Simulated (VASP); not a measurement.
Runs of VASP 6.6.1 on Re. The structure is that of space group P6/mmm (No. 191), or close to it. The cells are those of the table. This isn't the form of Re at room conditions, which is hcp.

```csv
cell,k mesh,gap on the mesh (eV),pressure (GPa)
"a = 4.297, b = 4.297, c = 2.690 Å, angles 90.0, 90.0, 120.0°, 3 atoms",10 × 10 × 13,none,(a)
"a = 4.469, b = 4.469, c = 2.798 Å, angles 90.0, 90.0, 120.0°, 3 atoms",10 × 10 × 13,none,-26.0
"a = 4.236, b = 4.236, c = 2.652 Å, angles 90.0, 90.0, 120.0°, 3 atoms",10 × 10 × 13,none,34.9
"a = 4.523, b = 4.523, c = 2.832 Å, angles 90.0, 90.0, 120.0°, 3 atoms",10 × 10 × 13,none,-34.6
"a = 4.413, b = 4.413, c = 2.763 Å, angles 90.0, 90.0, 120.0°, 3 atoms",10 × 10 × 13,none,(b)
"a = 4.355, b = 4.355, c = 2.727 Å, angles 90.0, 90.0, 120.0°, 3 atoms",10 × 10 × 13,none,-2.0
"a = 4.355, b = 4.355, c = 2.727 Å, angles 90.0, 90.0, 120.0°, 3 atoms",8 × 8 × 12,none,-2.1
```

Alike in all rows: task single point; level r2SCAN; potentials or basis VASP PAW PBE potentials, release 64 (Re_sv_GW); no spin polarisation; cutoff (eV) 550; smearing fermi-dirac 0.1 eV.

Task: Fill in the values left out.

Result: (a) 14.4; (b) -15.3.

Caveats: the PAW data sets were made with another functional, which shifts forces and pressure a little; spin-orbit coupling is left out, which moves the levels of the heavy elements; the cell stands under tension (at least some runs); the cell stands under pressure (at least some runs).

A k mesh can miss the band edges, and the runs leave out spin-orbit coupling on Re.

A gap of «none» marks levels without a gap at the run's occupations.
